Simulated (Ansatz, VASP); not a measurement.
One calculation of Ag, two programs

INCAR

```
ALGO = Fast ; EDIFF = 1E-6
ENCUT = 520 ; GGA = PS
ISIF = 2 ; ISMEAR = 0
LASPH = T ; LCHARG = T
LELF = T ; LREAL = F
LVHAR = T ; LWAVE = F
NBANDS = 12 ; NELM = 100
PREC = Accurate ; SIGMA = 0.15
```

Contents of KPOINTS:

```
k-points
0
Gamma
  20 20 20
```

Contents of POSCAR:

```
Ag
1.0
    0.0000000000      1.7366350000      2.0431000000
    1.7366350000      0.0000000000      2.0431000000
    1.7366350000      1.7366350000      0.0000000000
Ag
1
Direct
    0.0000000000      0.0000000000      0.0000000000
```

Input for Ansatz:

```yaml
crystal:
  lattice:
    - [0.0, 1.736635, 2.0431]
    - [1.736635, 0.0, 2.0431]
    - [1.736635, 1.736635, 0.0]
  atoms:
    - { symbol: Ag, position: [0.0, 0.0, 0.0] }
basis:
  ecutwfc: 420
kpoints:
  mp_grid: { grid: [20, 20, 20] }
hamiltonian:
  xc: pbesol
scf:
  occupations: { method: gaussian, width: 0.15 }
output:
  forces: true
  stress: true
  eigenvalues: true
```

Change from the starting cell: strain -0.1500 x Voigt [1, 1, 0, 0, 0, 0], atoms carried along.

Alike in both runs: task single point; functional PBEsol; k mesh 20 × 20 × 20; occupations gaussian, width 0.15 eV; no spin polarisation.

```csv
,VASP,Ansatz
version,VASP 6.6.1,Ansatz 0.2.0
potentials or method,"VASP PAW PBE potentials, release 64 (Ag), cutoff 520 eV","scalar-relativistic, plane waves, PAW"
valence electrons in the cell,11,19
```

Ansatz gave:

```
gap on the k mesh at the Fermi level (eV)                     : none
pressure (GPa)                                                : 87.1
traceless stress, the component that is largest in VASP (GPa) : -22.67
```

Which values does VASP return?

gap on the k mesh at the Fermi level (eV): none; pressure (GPa): 86.2; traceless stress, the component that is largest in VASP (GPa): -22.37.

VASP's potentials were made for PBE, not for PBEsol. A gap of «none» marks a metal or a gap that the smearing closes. Both programs put the cell under a high pressure, so it lies far from rest at this level. VASP's potentials hold 11 valence electrons a cell and Ansatz's 19, so a difference there can come from the potentials and not from the codes.

Noted on VASP's run: the cell as given lies far from equilibrium.
